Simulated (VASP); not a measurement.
# ScSi2 (P6/mmm) in VASP: settings compared, part 2 of 2

VASP 6.6.1. The steps go on from the part before.

## 4. Single point, r2SCAN+U

This run uses another cell than the first one, of 17.81 Å³/atom.

POSCAR

```
ScSi2
1.0
    4.0640455680      0.0000000000      0.0000000000
   -2.0320227840      3.5195667040      0.0000000000
    0.0000000000      0.0000000000      3.7348975644
Sc Si
1 2
Direct
    0.0000000000      0.0000000000      0.0000000000
    0.6666666667      0.3333333333      0.5000000000
    0.3333333333      0.6666666667      0.5000000000
```

INCAR.step1

```
SYSTEM = ScSi2
  ALGO = Normal
  EDIFF = 1E-4
  ENCUT = 520
  GGA = PE
  ISMEAR = -1
  LASPH = .TRUE.
  LCHARG = .FALSE.
  LDAU = .TRUE.
  LDAUJ = 0 0
  LDAUL = 2 -1
  LDAUTYPE = 2
  LDAUU = 4 0
  LMAXMIX = 4
  LREAL = .FALSE.
  LWAVE = .TRUE.
  NBANDS = 16
  NELM = 150
  PREC = Accurate
  SIGMA = 0.05
```

INCAR.step2

```
SYSTEM = ScSi2
  ALGO = Normal
  EDIFF = 1E-6
  ENCUT = 520
  ISIF = 2
  ISMEAR = -1
  ISTART = 1
  LASPH = .TRUE.
  LCHARG = .TRUE.
  LDAU = .TRUE.
  LDAUJ = 0 0
  LDAUL = 2 -1
  LDAUPRINT = 1
  LDAUTYPE = 2
  LDAUU = 4 0
  LELF = .TRUE.
  LMAXMIX = 4
  LMIXTAU = .TRUE.
  LREAL = .FALSE.
  LVHAR = .TRUE.
  LWAVE = .FALSE.
  METAGGA = R2SCAN
  NBANDS = 16
  NELM = 150
  PREC = Accurate
  SIGMA = 0.05
```

KPOINTS

```
k-points
0
G
  8 8 7
  0 0 0
```

Run with:

```
$ cat potpaw_PBE.64/Sc_sv/POTCAR potpaw_PBE.64/Si/POTCAR > POTCAR
$ cp INCAR.step1 INCAR
$ mpirun -np 1 vasp_std > vasp.out
$ cp INCAR.step2 INCAR
$ mpirun -np 1 vasp_std > vasp.out
```

Run time: 71 s. Hardware: 1 thread of Intel Xeon Platinum 8488C (Sapphire Rapids), shared host; peak memory 0.18 GiB.

The run converged. Its results:

```yaml
Free_energy: -28.2185 eV
Pressure: -0.6 GPa
Band_gap_on_the_k_mesh: zero (an odd number of electrons rules out a gap without spin polarisation)
```

Stress tensor (GPa, compression positive):
```
-0.76  0.00  0.00
 0.00 -0.76  0.00
 0.00  0.00 -0.21
```

Levels at points of the mesh, in eV from the Fermi level:
```csv
k point,band 8,band 9,band 10,band 11,band 12,band 13
"(0.00, 0.00, 0.00)",-2.28,-1.27,-0.90,0.46,0.46,2.04
"(0.50, 0.00, 0.00)",-2.76,-1.86,1.27,1.48,2.19,2.47
```

Eigenvalues of the final occupation matrices:
```
    site  spin  trace               eigenvalues
site 1 d     1   0.43  0.06 0.07 0.07 0.11 0.11
site 1 d     2   0.43  0.06 0.07 0.07 0.11 0.11
```

Caveat: the PAW data sets were made with another functional, which shifts forces and pressure a little; an odd number of electrons without spin polarisation forces a metal; a magnetic or distorted state may lie lower; U without spin polarisation on a metal has little footing; the U is typed as a test and isn't derived for this compound.

## 5. Single point, r2SCAN+U

This run uses another cell than the first one, of 18.08 Å³/atom.

POSCAR

```
ScSi2
1.0
    4.0890091130      0.0000000000      0.0000000000
   -2.0445045565      3.5411857681      0.0000000000
    0.0000000000      0.0000000000      3.7453439332
Sc Si
1 2
Direct
    0.0000000000      0.0000000000      0.0000000000
    0.6666666667      0.3333333333      0.5000000000
    0.3333333333      0.6666666667      0.5000000000
```

INCAR.step1

```
ALGO = Normal
EDIFF = 1E-4
ENCUT = 520
GGA = PE
ISMEAR = -1
LASPH = True
LCHARG = False
LDAU = True
LDAUJ = 0 0
LDAUL = 2 -1
LDAUTYPE = 2
LDAUU = 5 0
LMAXMIX = 4
LREAL = False
LWAVE = True
NBANDS = 16
NELM = 150
PREC = Accurate
SIGMA = 0.05
```

INCAR.step2

```
ALGO = Normal
EDIFF = 1E-6
ENCUT = 520
ISIF = 2
ISMEAR = -1
ISTART = 1
LASPH = True
LCHARG = False
LDAU = True
LDAUJ = 0 0
LDAUL = 2 -1
LDAUPRINT = 1
LDAUTYPE = 2
LDAUU = 5 0
LMAXMIX = 4
LMIXTAU = True
LREAL = False
LWAVE = False
METAGGA = R2SCAN
NBANDS = 16
NELM = 150
PREC = Accurate
SIGMA = 0.05
```

KPOINTS

```
k-points
0
Gamma
  8 8 7
```

Run with:

```
$ cat potpaw_PBE.64/Sc_sv/POTCAR potpaw_PBE.64/Si/POTCAR > POTCAR
$ cp INCAR.step1 INCAR
$ mpirun -np 1 vasp_std > vasp.out
$ cp INCAR.step2 INCAR
$ mpirun -np 1 vasp_std > vasp.out
```

Run time: 70 s. Hardware: 1 thread of Intel Xeon Platinum 8488C (Sapphire Rapids), shared host; peak memory 0.18 GiB.

The run converged. Its results:

```
Free energy            : -27.8409 eV
Pressure               : -0.9 GPa
Band gap on the k mesh : zero (an odd number of electrons rules out a gap without spin polarisation)
```

Stress tensor (GPa, compression positive):
```
-1.19  0.00  0.00
 0.00 -1.19  0.00
 0.00  0.00 -0.35
```

Levels at points of the mesh, in eV from the Fermi level:
| k point | band 5 | band 6 | band 7 | band 8 | band 9 | band 10 | band 11 | band 12 | band 13 | band 14 |
| --- | --- | --- | --- | --- | --- | --- | --- | --- | --- | --- |
| (0.00, 0.00, 0.00) | -13.11 | -3.64 | -3.64 | -2.26 | -1.38 | -0.80 | 0.41 | 0.41 | 2.13 | 2.13 |
| (0.50, 0.00, 0.00) | -10.76 | -9.47 | -4.61 | -2.74 | -1.78 | 1.26 | 1.58 | 2.28 | 2.52 | 3.01 |

Eigenvalues of the final occupation matrices:
| site | spin | trace | eigenvalues |
| --- | --- | --- | --- |
| site 1 d | 1 | 0.39 | 0.06 0.07 0.07 0.10 0.10 |
| site 1 d | 2 | 0.39 | 0.06 0.07 0.07 0.10 0.10 |

Caveat: the PAW data sets were made with another functional, which shifts forces and pressure a little; an odd number of electrons without spin polarisation forces a metal; a magnetic or distorted state may lie lower; U without spin polarisation on a metal has little footing; the U is typed as a test and isn't derived for this compound.

## 6. Single point, r2SCAN+U

This run uses another cell than the first one, of 18.40 Å³/atom.

POSCAR

```
ScSi2
1.0
    4.1180573475      0.0000000000      0.0000000000
   -2.0590286737      3.5663422772      0.0000000000
    0.0000000000      0.0000000000      3.7589528653
Sc Si
1 2
Direct
    0.0000000000      0.0000000000      0.0000000000
    0.6666666667      0.3333333333      0.5000000000
    0.3333333333      0.6666666667      0.5000000000
```

INCAR.step1

```
SYSTEM = ScSi2
PREC     = Accurate       ! precision mode
ENCUT    = 520            ! plane-wave cutoff, eV
ISMEAR   = -1             ! smearing method
SIGMA    = 0.05           ! smearing width, eV
LREAL    = .False.        ! projectors in reciprocal space
LASPH    = .True.         ! aspherical terms in the spheres
NELM     = 150            ! most SCF steps
LMAXMIX  = 4              ! l up to which the mixer works
LDAU     = .True.         ! DFT+U
LDAUTYPE = 2            
LDAUL    = 2 -1           ! shell
LDAUU    = 6 0            ! U, eV
LDAUJ    = 0 0          
NBANDS   = 16             ! bands
GGA      = PE             ! functional
ALGO     = Normal         ! electronic algorithm
EDIFF    = 1E-4           ! SCF threshold, eV
LWAVE    = .True.         ! write WAVECAR
LCHARG   = .False.        ! write CHGCAR
```

INCAR.step2

```
SYSTEM = ScSi2
PREC     = Accurate       ! precision mode
ENCUT    = 520            ! plane-wave cutoff, eV
EDIFF    = 1E-6           ! SCF threshold, eV
ISMEAR   = -1             ! smearing method
SIGMA    = 0.05           ! smearing width, eV
LREAL    = .False.        ! projectors in reciprocal space
LASPH    = .True.         ! aspherical terms in the spheres
NELM     = 150            ! most SCF steps
ALGO     = Normal         ! electronic algorithm
ISIF     = 2              ! what is computed and relaxed
LWAVE    = .False.        ! write WAVECAR
LCHARG   = .True.         ! write CHGCAR
LMAXMIX  = 4              ! l up to which the mixer works
LDAU     = .True.         ! DFT+U
LDAUTYPE = 2            
LDAUL    = 2 -1           ! shell
LDAUU    = 6 0            ! U, eV
LDAUJ    = 0 0          
LDAUPRINT= 1            
METAGGA  = R2SCAN         ! meta-GGA
LMIXTAU  = .True.       
LELF     = .True.         ! ELF
LVHAR    = .True.       
NBANDS   = 16             ! bands
ISTART   = 1
```

KPOINTS

```
regular mesh
0
Gamma
  8 8 7
  0 0 0
```

Potentials or basis: VASP PAW PBE potentials, release 64 (Sc_sv, Si).

Run with:

```
$ cat potpaw_PBE.64/Sc_sv/POTCAR potpaw_PBE.64/Si/POTCAR > POTCAR
$ cp INCAR.step1 INCAR
$ mpirun -np 1 vasp_std > vasp.out
$ cp INCAR.step2 INCAR
$ mpirun -np 1 vasp_std > vasp.out
```

It took 62 s on 1 thread of Intel Xeon Platinum 8488C (Sapphire Rapids), shared host; peak memory 0.19 GiB.

It converged, with:

| Item | Value |
| --- | --- |
| Free energy | -27.4877 eV |
| Pressure | -1.5 GPa |
| Band gap on the k mesh | zero (an odd number of electrons rules out a gap without spin polarisation) |

Stress tensor (GPa, compression positive):
```
-1.88  0.00  0.00
 0.00 -1.88  0.00
 0.00  0.00 -0.66
```

Levels at points of the mesh, in eV from the Fermi level:
```tsv
k point	band 7	band 8	band 9	band 10	band 11	band 12	band 13	band 14
(0.00, 0.00, 0.00)	-3.58	-2.21	-1.49	-0.68	0.38	0.38	2.23	2.23
(0.50, 0.00, 0.00)	-4.57	-2.71	-1.68	1.26	1.69	2.36	2.56	3.06
```

Eigenvalues of the final occupation matrices:
```
    site  spin  trace               eigenvalues
site 1 d     1   0.36  0.05 0.06 0.06 0.09 0.09
site 1 d     2   0.36  0.05 0.06 0.06 0.09 0.09
```

Caveat: the PAW data sets were made with another functional, which shifts forces and pressure a little; an odd number of electrons without spin polarisation forces a metal; a magnetic or distorted state may lie lower; U without spin polarisation on a metal has little footing; the U is typed as a test and isn't derived for this compound.

## 7. Overview

```tsv
level	U	cell	gap on the mesh (eV)	pressure (GPa)
r2SCAN	-	a = 4.003, b = 4.003, c = 3.633 Å, angles 90.0, 90.0, 120.0°, 3 atoms	none	0.2
r2SCAN+U	Sc d U = 3.0 eV	a = 4.045, b = 4.045, c = 3.712 Å, angles 90.0, 90.0, 120.0°, 3 atoms	none	-0.2
r2SCAN+U	Sc d U = 4.0 eV	a = 4.064, b = 4.064, c = 3.735 Å, angles 90.0, 90.0, 120.0°, 3 atoms	none	-0.6
r2SCAN+U	Sc d U = 5.0 eV	a = 4.089, b = 4.089, c = 3.745 Å, angles 90.0, 90.0, 120.0°, 3 atoms	none	-0.9
r2SCAN+U	Sc d U = 6.0 eV	a = 4.118, b = 4.118, c = 3.759 Å, angles 90.0, 90.0, 120.0°, 3 atoms	none	-1.5
```

Alike in all rows: task single point; potentials or basis VASP PAW PBE potentials, release 64 (Sc_sv, Si); no spin polarisation; k mesh 8 × 8 × 7; cutoff (eV) 520; smearing fermi-dirac 0.05 eV.

Caveats: the PAW data sets were made with another functional, which shifts forces and pressure a little; an odd number of electrons without spin polarisation forces a metal; a magnetic or distorted state may lie lower; U without spin polarisation on a metal has little footing (at least some runs); the U is typed as a test and isn't derived for this compound (at least some runs).

Total energies depend on the potentials used, so only differences within one code and one set of settings carry meaning.
